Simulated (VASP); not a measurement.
Set up this calculation in VASP 6.6.1, as the native input.

```yaml
Task: relaxation of cell and atoms
Functional: PBE
Potentials_or_basis: VASP PAW PBE potentials, release 64 (V_sv, H)
Cutoff: 600 eV
k_mesh: 6 × 6 × 6
Occupations: gaussian, width 0.1 eV
Spin: collinear spin, ferromagnetic start
Starting_moments: "[2.0, 0.0, 0.0, 0.0, 0.0] μB"
Dipole_correction: no
Further_INCAR_settings: ALGO = Normal; EDIFF = 1e-06; IBRION = 2; EDIFFG = -0.04; NSW = 90; ISIF = 3
```

The structure of VH4 lies in POSCAR:

```
VH4
1.0
   -2.2064632900      2.2064632900      2.2064632900
    2.2064632900     -2.2064632900      2.2064632900
    2.2064632900      2.2064632900     -2.2064632900
V H
1 4
Direct
    0.0000000000      0.0000000000      0.0000000000
    0.0000000000      0.0000000000      0.5000000000
    0.5000000000      0.0000000000      0.0000000000
    0.5000000000      0.5000000000      0.5000000000
    0.0000000000      0.5000000000      0.0000000000
```

The cell was built from a structure type or drawn by symmetry, and may not be a known phase.

One way to write it, as run:

INCAR

```
SYSTEM = VH4
  PREC = Accurate
  ENCUT = 600
  EDIFF = 1E-6
  ISMEAR = 0
  SIGMA = 0.1
  LREAL = .False.
  LASPH = .True.
  NELM = 150
  ALGO = Normal
  ISIF = 3
  LWAVE = .False.
  LCHARG = .False.
  ISPIN = 2
  MAGMOM = 2 0 0 0 0
  LORBIT = 11
  LMAXMIX = 4
  GGA = PE
  IBRION = 2
  NSW = 90
  EDIFFG = -0.04
```

KPOINTS

```
regular mesh
0
Gamma
  6 6 6
  0 0 0
```

Potentials or basis: VASP PAW PBE potentials, release 64 (V_sv, H).

The run is started by

```sh
$ cat potpaw_PBE.64/V_sv/POTCAR potpaw_PBE.64/H/POTCAR > POTCAR
$ mpirun -np 1 vasp_std > vasp.out
```

It gave:

```
Relaxed volume                                        : 6.90 Å³/atom
Relaxed cell                                          : a = 3.553 Å, b = 3.553 Å, c = 3.553 Å, α = 109.47°, β = 109.47°, γ = 109.47°
Space group after relaxing (to 0.1 Å)                 : Im-3m (No. 229)
Energy gained by relaxing                             : 80.0 meV/atom
Ionic steps                                           : 4
Pressure after relaxing                               : 0.3 GPa
Net moment                                            : 1.30 μB per cell
Site moments                                          : V +1.19; H -0.01 μB
Valence electrons inside the program's atomic spheres : V 11.47; H 0.56
```

Caveat: the volume moved by over 15 % at a fixed basis, so the end points are rough.

Run time: 36 s on 1 thread of Intel(R) Xeon(R) 6975P-C (Granite Rapids), with other jobs on the host, peak memory 0.21 GiB.
